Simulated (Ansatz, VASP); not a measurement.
# NbTe in VASP and in Ansatz

```xyz
2
Lattice="3.4257 0.0000 0.0000 0.0000 3.4257 0.0000 0.0000 0.0000 3.4257" Properties=species:S:1:pos:R:3 pbc="T T T"
Nb    1.7128    1.7128    1.7128
Te    0.0000    0.0000    0.0000
```

Alike in both runs: task single point; functional PBE; k mesh 8 × 8 × 8; occupations gaussian, width 0.015 eV; no spin polarisation.

```csv
,VASP,Ansatz
version,VASP 6.6.1,Ansatz 0.2.0
potentials or method,"VASP PAW PBE potentials, release 64 (Nb_sv, Te)",Ansatz PAW
plane-wave cutoff (eV),520,420
valence electrons in the cell,19,29
```

Ansatz gave:

| Property | Result |
| --- | --- |
| gap on the k mesh at the Fermi level (eV) | none |
| pressure (GPa) | -0.1 |

Question: Which values does VASP return?

Answer: gap on the k mesh at the Fermi level (eV): none; pressure (GPa): -0.3.

A gap of «none» marks a metal or a gap that the smearing closes. VASP's potentials hold 19 valence electrons a cell and Ansatz's 29, so a difference there can come from the potentials and not from the codes.

Spin-orbit coupling is off throughout.
